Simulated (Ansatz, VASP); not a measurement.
One calculation of Fe, two programs

```
CELL_PARAMETERS angstrom
1.43571 -1.43571 -1.43571
-2.87142 0.00000 0.00000
0.00000 2.87142 -2.87142
ATOMIC_POSITIONS crystal
Fe 0.00000 0.00000 0.00000
Fe 0.00000 0.50000 0.50000
```

Alike in both runs: task single point; functional PBE; k mesh 12 × 11 × 6; occupations fermi-dirac, width 0.1 eV; collinear spin; Hubbard terms Fe d U = 4.0 eV.

|  | VASP | Ansatz |
| --- | --- | --- |
| version | VASP 6.6.1 | Ansatz 0.2.0 |
| potentials or method | VASP PAW PBE potentials, release 64 (Fe), cutoff 520 eV | PAW, plane waves, scalar-relativistic |
| valence electrons in the cell | 16 | 32 |

|  | VASP | Ansatz | Ansatz less VASP |
| --- | --- | --- | --- |
| pressure (GPa) | 11.8 | 21.9 | +10.13 |
| traceless stress, the component that is largest in VASP (GPa) | -0.61 | -1.21 | -0.600 |
| net moment per atom (μB) | 2.84 | 2.80 | -0.036 |
| size of the moment on the site where the two differ most (μB) | 2.94 | 2.81 | -0.128 |

Site moments also hang on the region over which each program counts them. The programs project onto different local orbitals, so the same U acts differently, and such runs can settle in different states. VASP's potentials hold 16 valence electrons a cell and Ansatz's 32, so a difference there can come from the potentials and not from the codes. Ansatz's warnings: filled band counts differ across k points, specified occupation not kept.
